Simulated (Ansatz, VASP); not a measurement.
**Cu in VASP and in Ansatz**

File POSCAR:

```
Cu
1.0
    2.4998479218      0.0000000000      0.0000000000
   -1.2499239609      2.1649318059      0.0000000000
    0.0000000000      0.0000000000      4.0569889027
Cu
2
Direct
    0.6666666667      0.3333333333      0.7500000000
    0.3333333333      0.6666666667      0.2500000000
```

Contents of INCAR.step1:

```
PREC = Accurate
ENCUT = 520
EDIFF = 1E-5
ISMEAR = -1
SIGMA = 0.05
LREAL = F
LASPH = T
NELM = 100
ALGO = Normal
ISIF = 2
LWAVE = T
NBANDS = 18
GGA = PE
```

The input INCAR.step2:

```
PREC = Accurate
ENCUT = 520
EDIFF = 1E-6
ISMEAR = -1
SIGMA = 0.05
LREAL = F
LASPH = T
NELM = 100
ALGO = Normal
ISIF = 2
LWAVE = F
LCHARG = T
METAGGA = R2SCAN
LHFCALC = T
AEXX = 0.25
LMIXTAU = T
PRECFOCK = Normal
LELF = T
LVHAR = T
NBANDS = 18
ISTART = 1
```

Contents of KPOINTS:

```
Automatic mesh
0
Gamma
  6 6 4
```

The input input.yaml:

```yaml
crystal:
  lattice:
    - [2.4998479218, 0.0, 0.0]
    - [-1.2499239609, 2.1649318059, 0.0]
    - [0.0, 0.0, 4.0569889027]
  atoms:
    - { symbol: Cu, position: [0.6666666667, 0.3333333333, 0.75] }
    - { symbol: Cu, position: [0.3333333333, 0.6666666667, 0.25] }
hamiltonian:
  xc: r2scan0
  pseudopotentials: { kind: paw }
kpoints:
  mp_grid: { grid: [6, 6, 4] }
scf:
  occupations: { method: fermi_dirac, width: 0.05 }
output:
  forces: true
  stress: true
  eigenvalues: true
  write_density: true
  write_potential: true
  elf: true
  volumetric_format: npy
```

Alike in both runs: task single point; functional r2SCAN0; k mesh 6 × 6 × 4; occupations fermi-dirac, width 0.05 eV; no spin polarisation.

|  | VASP | Ansatz |
| --- | --- | --- |
| version | VASP 6.6.1 | Ansatz 0.2.0 |
| potentials or method | VASP PAW PBE potentials, release 64 (Cu) | Ansatz PAW |
| plane-wave cutoff (eV) | 520 | 500 |
| valence electrons in the cell | 22 | 38 |

Ansatz gave:

| Item | Value |
| --- | --- |
| gap on the k mesh at the Fermi level (eV) | none |
| pressure (GPa) | 11.2 |
| traceless stress, the component that is largest in VASP (GPa) | -2.05 |

Question: Estimate VASP's values.

Answer: gap on the k mesh at the Fermi level (eV): none; pressure (GPa): 11.7; traceless stress, the component that is largest in VASP (GPa): -2.18.

VASP's potentials were made for PBE, not for r2SCAN0. A gap of «none» marks a metal or a gap that the smearing closes. VASP's potentials hold 22 valence electrons a cell and Ansatz's 38, so a difference there can come from the potentials and not from the codes.

The k mesh is coarse, so the values compare programs but aren't converged.
